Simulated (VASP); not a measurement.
The system is Ti.

```
CELL_PARAMETERS angstrom
4.56737 0.00000 0.00000
-2.28369 3.95546 0.00000
0.00000 0.00000 2.82624
ATOMIC_POSITIONS crystal
Ti 0.00000 0.00000 0.00000
Ti 0.33333 0.66667 0.50000
Ti 0.66667 0.33333 0.50000
```

This isn't the form of Ti at room conditions, which is hcp.

```yaml
Program: VASP 6.6.1
Task: relaxation of cell and atoms
Functional: PBEsol
Potentials_or_basis: VASP PAW PBE potentials, release 64 (Ti_sv)
Cutoff: 600 eV
k_mesh: 12 × 12 × 14
Occupations: gaussian, width 0.1 eV
Spin: no spin polarisation
```

At the start: pressure -4.1 GPa; volume 17.02 Å³/atom.

**Question.** Where does the relaxation end?

**Answer.** Over 18 steps the energy falls by 7.4 meV/atom and the volume is 16.44 Å³/atom (-3.4 %); space group P6/mmm (No. 191, to 0.1 Å) before and after.

The path:
```csv
step,energy change (eV),largest force (eV/Å),pressure (GPa),volume (Å³)
1,0.0000,0.0000,-4.08,51.06
2,-0.0069,0.0000,3.39,47.92
3,-0.0221,0.0000,-0.07,49.35
4,-0.0221,0.0000,-0.05,49.31
5,-0.0220,0.0000,0.13,49.22
6,-0.0221,0.0000,0.13,49.28
7,-0.0221,0.0000,-0.11,49.37
8,-0.0221,0.0000,-0.07,49.33
9,-0.0221,0.0000,-0.05,49.34
10,-0.0221,0.0000,-0.13,49.35
11,-0.0221,0.0000,-0.13,49.34
12,-0.0221,0.0000,-0.12,49.34
13,-0.0221,0.0000,0.04,49.26
14,-0.0221,0.0000,0.11,49.28
15,-0.0221,0.0000,0.04,49.30
16,-0.0221,0.0000,-0.02,49.31
17,-0.0221,0.0000,0.02,49.31
18,-0.0222,0.0000,-0.01,49.31
```

Final structure:
```xyz
3
Lattice="4.5113 0.0000 0.0000 -2.2556 3.9069 0.0000 0.0000 0.0000 2.7975" Properties=species:S:1:pos:R:3 pbc="T T T"
Ti    0.0000    0.0000    0.0000
Ti    0.0000    2.6046    1.3987
Ti    2.2556    1.3023    1.3987
```

Caveat: the PAW data sets were made with another functional, which shifts forces and pressure a little.
